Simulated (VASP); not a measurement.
# Be2AlI (P-4m2) in VASP: further runs, part 3 of 3

VASP 6.6.1.

### Step 4. Relaxation of cell and atoms, PBE

This run uses another cell than the first one, of 21.19 Å³/atom, 1.079 times its volume.

The input, INCAR:

```
SYSTEM = Be2AlI
PREC = Accurate
ENCUT = 600
EDIFF = 1E-6
ISMEAR = 0
SIGMA = 0.1
LREAL = .False.
LASPH = .True.
NELM = 80
ALGO = Normal
ISIF = 3
LWAVE = .False.
LCHARG = .False.
GGA = PE
IBRION = 2
NSW = 100
EDIFFG = -0.01
```

The input, KPOINTS:

```
Automatic mesh
0
Gamma
  14 14 8
  0 0 0
```

The input, POSCAR:

```
Be2AlI
1.0
    3.5408508182      0.0000000000      0.0000000000
    0.0000000000      3.5408508182      0.0000000000
    0.0000000000      0.0000000000      6.7598619933
Be Al I
2 1 1
Direct
    0.5000000000      0.0000000000      0.7552722324
    0.0000000000      0.5000000000      0.2447277676
    0.5000000000      0.5000000000      0.0000000000
    0.0000000000      0.0000000000      0.5000000000
```

Potentials or basis: VASP PAW PBE potentials, release 64 (Be, Al, I).

Run with:

```console
$ cat potpaw_PBE.64/Be/POTCAR potpaw_PBE.64/Al/POTCAR potpaw_PBE.64/I/POTCAR > POTCAR
$ mpirun -np 1 vasp_std > vasp.out
```

OUTCAR:

```text
SYSTEM = Be2AlI
   PREC = Accurate
   ENCUT = 600
   EDIFF = 1E-6
   ISMEAR = 0
   LREAL = .False.
   LASPH = .True.
   NELM = 80
   ISIF = 3
   GGA = PE
   IBRION = 2
   NSW = 100
   EDIFFG = -0.01

 ion  position               nearest neighbor table
   1  0.500  0.000  0.755-   3 2.42   3 2.42   4 2.47   4 2.47
   2  0.000  0.500  0.245-   3 2.42   3 2.42   4 2.47   4 2.47
   3  0.500  0.500  0.000-   1 2.42   2 2.42   1 2.42   2 2.42
   4  0.000  0.000  0.500-   1 2.47   2 2.47   2 2.47   1 2.47

  LATTYP: Found a simple tetragonal cell.
 ALAT       =     3.5408508182
 C/A-ratio  =     1.9091066923

  Lattice vectors:

 A1 = (   3.5408508182,   0.0000000000,   0.0000000000)
 A2 = (   0.0000000000,   3.5408508182,   0.0000000000)
 A3 = (   0.0000000000,   0.0000000000,   6.7598619933)

Analysis of symmetry for initial positions (statically):
=====================================================================
 Subroutine PRICEL returns:
 Original cell was already a primitive cell.

 Routine SETGRP: Setting up the symmetry group for a
 simple tetragonal supercell.

 Subroutine GETGRP returns: Found  8 space group operations
 (whereof  8 operations were pure point group operations)
 out of a pool of 16 trial point group operations.

The static configuration has the point symmetry D_2d.

Analysis of symmetry for dynamics (positions and initial velocities):
=====================================================================
 Subroutine PRICEL returns:
 Original cell was already a primitive cell.

 Routine SETGRP: Setting up the symmetry group for a
 simple tetragonal supercell.

 Subroutine GETGRP returns: Found  8 space group operations
 (whereof  8 operations were pure point group operations)
 out of a pool of 16 trial point group operations.

The dynamic configuration has the point symmetry D_2d.

 Subroutine INISYM returns: Found  8 space group operations
 (whereof  8 operations are pure point group operations),
 and found     1 'primitive' translations

----------------------------------------------------------------------------------------

                                     Primitive cell

  volume of cell :      84.7526

  direct lattice vectors                    reciprocal lattice vectors
     3.540850818  0.000000000  0.000000000     0.282417998  0.000000000  0.000000000
     0.000000000  3.540850818  0.000000000     0.000000000  0.282417998  0.000000000
     0.000000000  0.000000000  6.759861993     0.000000000  0.000000000  0.147932014

  length of vectors
     3.540850818  3.540850818  6.759861993     0.282417998  0.282417998  0.147932014

  position of ions in fractional coordinates (direct lattice)
     0.500000000  0.000000000  0.755272232
     0.000000000  0.500000000  0.244727768
     0.500000000  0.500000000  0.000000000
     0.000000000  0.000000000  0.500000000

  ion indices of the primitive-cell ions
   primitive index   ion index
                 1           1
                 2           2
                 3           3
                 4           4

----------------------------------------------------------------------------------------

 KPOINTS: Automatic mesh

[... 57 lines left out ...]
 SYSTEM =  Be2AlI
   PREC   = accura    normal or accurate (medium, high low for compatibility)
   ISTART =      0    job   : 0-new  1-cont  2-samecut
   ICHARG =      2    charge: 1-file 2-atom 10-const
   ISPIN  =      1    spin polarized calculation?
   LNONCOLLINEAR =      F non collinear calculations
   LSORBIT =      F    spin-orbit coupling
   LASPH  =      T    aspherical Exc in radial PAW
   ENCUT  =  600.0 eV  44.10 Ry    6.64 a.u.   7.07  7.07 13.50*2*pi/ulx,y,z
   NELM   =     80;   NELMIN=  2; NELMDL= -5     # of ELM steps
   EDIFF  = 0.1E-05   stopping-criterion for ELM
   LREAL  =      F    real-space projection
   EDIFFG = -.1E-01   stopping-criterion for IOM
   NSW    =    100    number of steps for IOM
   IBRION =      2    ionic relax: 0-MD 1-quasi-New 2-CG
   NFREE  =      1    steps in history (QN), initial steepest desc. (CG)
   ISIF   =      3    stress and relaxation
   ISYM   =      2    0-nonsym 1-usesym 2-fastsym
   POTIM  = 0.5000    time-step for ionic-motion
   TEBEG  =    0.0;   TEEND  =   0.0 temperature during run
   PSTRESS=    0.0 pullay stress
   NELECT =      14.0000    total number of electrons
   NUPDOWN=      -1.0000    fix difference up-down
   EMIN   =  10.00;   EMAX   =-10.00  energy-range for DOS
   EFERMI =   0.00;   METHOD = LEGACY
   ISMEAR =     0;   SIGMA  =   0.10  broadening in eV -4-tet -1-fermi 0-gaus
   EFERMI_NEDOS =   21; number of points for ismear=-14 and -15
   IALGO  =     38    algorithm
   IMIX   =      4    mixing-type and parameters
     AMIX     =   0.40;   BMIX     =  1.00
     AMIX_MAG =   1.60;   BMIX_MAG =  1.00
  volume/ion in A,a.u.               =      21.19       142.98
  Fermi-wavevector in a.u.,A,eV,Ry     =   0.898255  1.697456 10.978033  0.806863
  Thomas-Fermi vector in A             =   2.020942
   LORBIT       =      0    0 simple, 1 ext, 2 COOP (PROOUT), +10 PAW based schemes
   GGA     = PE    functional components
   LHFCALC =     F    Hartree Fock is set to
   AEXX    =    0.0000 exact exchange contribution
   IVDW    =     0    specifies the selected vdW correction
   LEPSILON=     F    determine dielectric tensor
   LRPA    =     F    only Hartree local field effects (RPA)
 conjugate gradient relaxation of ions
 non-spin polarized calculation
 Gauss-broadening in eV      SIGMA  =   0.10
  energy-cutoff  :      600.00
  volume of cell :       84.75
 maximum number of plane-waves:      2854
   NGX = 15   NGY = 15   NGZ = 27

--------------------------------------- Ionic step        1  -------------------------------------------

 number of electron      14.0000002 magnetization

 Free energy of the ion-electron system (eV)
  ---------------------------------------------------
  ext. energy  EPLUGINS =         0.00000000
  ---------------------------------------------------
  free energy    TOTEN  =       -10.51169121 eV

  energy without entropy =      -10.50713518  energy(sigma->0) =      -10.50941319

------------------------ aborting loop because EDIFF is reached ----------------------------------------

  FORCE on cell =-STRESS in cart. coord.  units (eV):
  Direction    XX          YY          ZZ          XY          YZ          ZX
  --------------------------------------------------------------------------------------
  -------------------------------------------------------------------------------------
  Total        0.0935660      0.0935660     -0.1947039      0.0000000      0.0000000      0.0000000
  in kB        1.7687874      1.7687874     -3.6807149      0.0000000      0.0000000      0.0000000
  external PRESSURE =      -0.0477134 kB  Pullay stress =       0.0000000 kB
[... 101 lines left out ...]
--------------------------------------- Ionic step        4  -------------------------------------------

 number of electron      14.0000001 magnetization

 Free energy of the ion-electron system (eV)
  ---------------------------------------------------
  ext. energy  EPLUGINS =         0.00000000
  ---------------------------------------------------
  free energy    TOTEN  =       -10.51248618 eV

  energy without entropy =      -10.50789376  energy(sigma->0) =      -10.51018997

 E-fermi :   4.9332     XC(G=0):  -8.8615

 val. band max:        4.9143552331   @ k =   0.4286   0.2857   0.1250
 cond. band min:       4.9362020715   @ k =   0.4286   0.2857   0.2500
 fundamental gap:      0.0218468383
 Fermi energy:         4.9332282833

 k-point     1 :       0.0000    0.0000    0.0000
  band No.  band energies     occupation
      1     -10.8373      2.00000
      2      -2.2649      2.00000
      3      -1.7140      2.00000
      4       1.6273      2.00000
      5       1.6273      2.00000
      6       4.1239      2.00000
      7       6.5978      0.00000
      8       7.4942      0.00000
      9       7.7014      0.00000
     10       7.7014      0.00000
     11       8.4296      0.00000
[... 309 lines left out ...]
 k-point    24 :       0.3571    0.2143    0.0000
  band No.  band energies     occupation
      1      -9.9801      2.00000
      2      -1.9047      2.00000
      3      -1.1290      2.00000
      4      -0.0269      2.00000
      5       0.4721      2.00000
      6       3.1830      2.00000
      7       3.5522      2.00000
      8       5.6688      0.00000
      9       6.8644      0.00000
     10       8.2797      0.00000
     11       8.8590      0.00000

 [... further k-points ...]

------------------------ aborting loop because EDIFF is reached ----------------------------------------

  FORCE on cell =-STRESS in cart. coord.  units (eV):
  Direction    XX          YY          ZZ          XY          YZ          ZX
  --------------------------------------------------------------------------------------
  -------------------------------------------------------------------------------------
  Total        0.0061826      0.0061826     -0.0091065      0.0000000      0.0000000      0.0000000
  in kB        0.1166293      0.1166293     -0.1717861      0.0000000      0.0000000      0.0000000
  external PRESSURE =       0.0204908 kB  Pullay stress =       0.0000000 kB
[... 19 lines left out ...]
  FREE ENERGIE OF THE ION-ELECTRON SYSTEM (eV)
  ---------------------------------------------------
  free  energy   TOTEN  =       -10.5124861783 eV

  energy  without entropy=      -10.5078937644  energy(sigma->0) =      -10.51018997

 reached required accuracy - stopping structural energy minimisation
```

It took 14 min on 1 thread of AMD EPYC 7R13, shared host; peak memory 0.38 GiB.

What came out:

| Quantity | Value |
| --- | --- |
| Free energy | -10.5125 eV |
| Relaxed volume | 21.23 Å³/atom |
| Relaxed cell | a = 3.552 Å, b = 3.552 Å, c = 6.730 Å, α = 90.00°, β = 90.00°, γ = 90.00° |
| Space group after relaxing (to 0.05 Å) | P-4m2 (No. 115) |
| Energy gained by relaxing | 0.2 meV/atom |
| Ionic steps | 4 |
| Pressure after relaxing | 0.0 GPa |
| Band gap on the k mesh | zero (band 7 reaches 7.11 eV, above the bottom of band 8 at 3.34 eV) |

The path:
```tsv
step	energy change (eV)	largest force (eV/Å)	pressure (GPa)	volume (Å³)
1	0.0000	0.0220	0.00	84.75
2	-0.0005	0.0099	0.05	84.74
3	-0.0007	0.0023	0.10	84.74
4	-0.0008	0.0006	0.00	84.93
```

Final structure:
```
Be Al I
1.0
     3.55239    0.00000    0.00000
     0.00000    3.55239    0.00000
     0.00000    0.00000    6.73029
Be Al I
2 1 1
Direct
  0.50000 0.00000 0.75559
  0.00000 0.50000 0.24441
  0.50000 0.50000 0.00000
  0.00000 0.00000 0.50000
```

Caveat: spin-orbit coupling is left out, which moves the levels of the heavy elements.

### Step 5. Summary

```tsv
task	cell	k mesh	cutoff (eV)	gap on the mesh (eV)	pressure (GPa)
single point	a = 3.817, b = 3.817, c = 5.392 Å, 4 atoms	4 × 4 × 4	520	none	6.7
single point	a = 3.553, b = 3.553, c = 6.728 Å, 4 atoms	14 × 14 × 8	520	none	0.0
relaxation of cell and atoms	relaxed from a = 3.541, b = 3.541, c = 6.760 Å, 4 atoms	14 × 14 × 8	600	none	0.0
```

Alike in all rows: level PBE; potentials or basis VASP PAW PBE potentials, release 64 (Be, Al, I); no spin polarisation; smearing gaussian 0.1 eV.

Caveats: some runs use coarse meshes; spin-orbit coupling is left out, which moves the levels of the heavy elements.

Absolute energies hang on the potentials; compare differences alone.
